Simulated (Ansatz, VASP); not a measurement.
## GaN in VASP and in Ansatz

```xyz
4
Lattice="3.1890 0.0000 0.0000 -1.5945 2.7618 0.0000 0.0000 0.0000 5.2161" Properties=species:S:1:pos:R:3 pbc="T T T"
Ga    0.0000    1.8412    0.0026
Ga    1.5945    0.9206    2.6107
N     0.0000    1.8412    1.9638
N     1.5945    0.9206    4.5719
```

Alike in both runs: functional PBE; k mesh 8 × 8 × 5; occupations gaussian, width 0.05 eV; no spin polarisation.

Ansatz relaxed the structure, and its values are those at the end. VASP's run is a single point on that final structure, the one shown.

```csv
,VASP,Ansatz
version,VASP 6.6.1,Ansatz 0.2.0
potentials or method,"VASP PAW PBE potentials, release 64 (Ga_d, N)","scalar-relativistic, plane waves, PAW"
plane-wave cutoff (eV),520,420
valence electrons in the cell,36,36
```

|  | VASP | Ansatz | Ansatz less VASP |
| --- | --- | --- | --- |
| pressure (GPa) | 4.3 | 4.3 | -0.08 |

The functional is the same, so the differences come from potentials, cutoffs and numerics. Ansatz's warnings: stress scf threshold loose.
